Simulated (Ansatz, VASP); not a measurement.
## C in VASP and in Ansatz

The input INCAR:

```
ALGO = Normal
EDIFF = 1E-6
EDIFFG = -0.01
ENCUT = 600
GGA = PE
IBRION = 2
ISIF = 3
ISMEAR = 0
LASPH = T
LCHARG = F
LREAL = F
LWAVE = F
NELM = 100
NSW = 100
PREC = Accurate
SIGMA = 0.1
```

Contents of KPOINTS:

```
k-points
0
Gamma
  34 34 14
```

POSCAR

```
C
1.0
    1.6245746787      0.0000000000      0.0000000000
    0.0000000000      1.6245746787      0.0000000000
    0.0000000000      0.0000000000      3.9360516112
C
1
Direct
    0.5000000000      0.5000000000      0.0000000000
```

Input for Ansatz:

```yaml
crystal:
  lattice:
    - [1.6245746787, 0.0, 0.0]
    - [0.0, 1.6245746787, 0.0]
    - [0.0, 0.0, 3.9360516112]
  atoms:
    - { symbol: C, position: [0.5, 0.5, 0.0] }
basis:
  ecutwfc: 420
kpoints:
  mp_grid: { grid: [34, 34, 14] }
hamiltonian:
  xc: pbe
scf:
  occupations: { method: gaussian, width: 0.1 }
output:
  forces: true
  stress: true
  eigenvalues: true
relax:
  adjacent_minimum: "off"
  f_tol: 0.01
  max_steps: 80
  cell: { stress_tol: 0.05 }
```

Alike in both runs: task relaxation of cell and atoms; functional PBE; k mesh 34 × 34 × 14; occupations gaussian, width 0.1 eV; no spin polarisation.

|  | VASP | Ansatz |
| --- | --- | --- |
| version | VASP 6.6.1 | Ansatz 0.2.0 |
| potentials or method | VASP PAW PBE potentials, release 64 (C), cutoff 600 eV | scalar-relativistic, plane waves, PAW |
| valence electrons in the cell | 4 | 4 |

|  | VASP | Ansatz | Ansatz less VASP |
| --- | --- | --- | --- |
| gap on the k mesh at the Fermi level, each at its own relaxed structure (eV) | none | none | - |
| relaxed volume (Å³/atom) | 10.27 | 10.39 | +0.118 |
| relaxed length of the cell vector where the two differ most in proportion (Å) | 3.892 | 3.936 | +0.0444 |

A gap of «none» marks a metal or a gap that the smearing closes.
